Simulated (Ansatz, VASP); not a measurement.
# Two plane-wave programs on W

```
CELL_PARAMETERS angstrom
-1.59147 1.59147 1.59147
1.59147 -1.59147 1.59147
1.59147 1.59147 -1.59147
ATOMIC_POSITIONS crystal
W 0.00000 0.00000 0.00000
```

Alike in both runs: functional PBE; k mesh 16 × 16 × 16; occupations gaussian, width 0.1 eV; no spin polarisation.

Ansatz relaxed the structure, and its values are those at the end. VASP's run is a single point on that final structure, the one shown.

```csv
,VASP,Ansatz
version,VASP 6.6.1,Ansatz 0.2.0
potentials or method,"VASP PAW PBE potentials, release 64 (W_sv), cutoff 520 eV","scalar-relativistic, plane waves, PAW"
valence electrons in the cell,14,14
```

VASP gave:

```
gap on the k mesh at the Fermi level (eV) : none
pressure (GPa)                            : 0.5
```

Problem. What did Ansatz give for the same quantities?

Solution. gap on the k mesh at the Fermi level (eV): none; pressure (GPa): 0.0.

A gap of «none» marks a metal or a gap that the smearing closes.

Neither program's run includes spin-orbit coupling.
